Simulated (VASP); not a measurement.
## TiO: single point with PBEsol

The system is TiO.

```
CELL_PARAMETERS angstrom
2.85161 0.00000 0.00000
-1.42580 2.46956 0.00000
0.00000 0.00000 5.56750
ATOMIC_POSITIONS crystal
Ti 0.66667 0.33333 0.75000
Ti 0.33333 0.66667 0.25000
O 0.00000 0.00000 0.50000
O 0.00000 0.00000 0.00000
```

```json
{
  "Program": "VASP 6.6.1",
  "Task": "single point",
  "Functional": "PBEsol",
  "Potentials or basis": "VASP PAW PBE potentials, release 64 (Ti_sv, O)",
  "Cutoff": "520 eV",
  "k mesh": "11 × 11 × 5",
  "Occupations": "fermi-dirac, width 0.05 eV",
  "Spin": "no spin polarisation",
  "Dipole correction": "no",
  "Further INCAR settings": "ALGO = Normal; EDIFF = 1e-06; NBANDS = 26"
}
```

| Property | Result |
| --- | --- |
| Pressure | -9.4 GPa |
| Band gap on the k mesh | zero (bands 18 and 19 overlap by 0.20 eV) |

Stress tensor (GPa, compression positive):
```
 -8.40   0.00   0.00
  0.00  -8.40   0.00
  0.00   0.00 -11.25
```

Levels at points of the mesh, in eV from the Fermi level:
| k point | band 15 | band 16 | band 17 | band 18 | band 19 | band 20 | band 21 | band 22 |
| --- | --- | --- | --- | --- | --- | --- | --- | --- |
| (0.00, 0.00, 0.00) | -5.38 | -5.33 | -2.08 | -0.23 | -0.23 | 0.03 | 0.77 | 0.77 |

Wall time 74 s on 1 thread of Intel Xeon 8259CL, on a shared host, peak memory 0.19 GiB.

Caveat: the cell stands under tension; the PAW data sets were made with another functional, which shifts forces and pressure a little; semilocal functionals often make such compounds metallic where correlation or magnetic order opens a gap, which also shifts bond lengths.
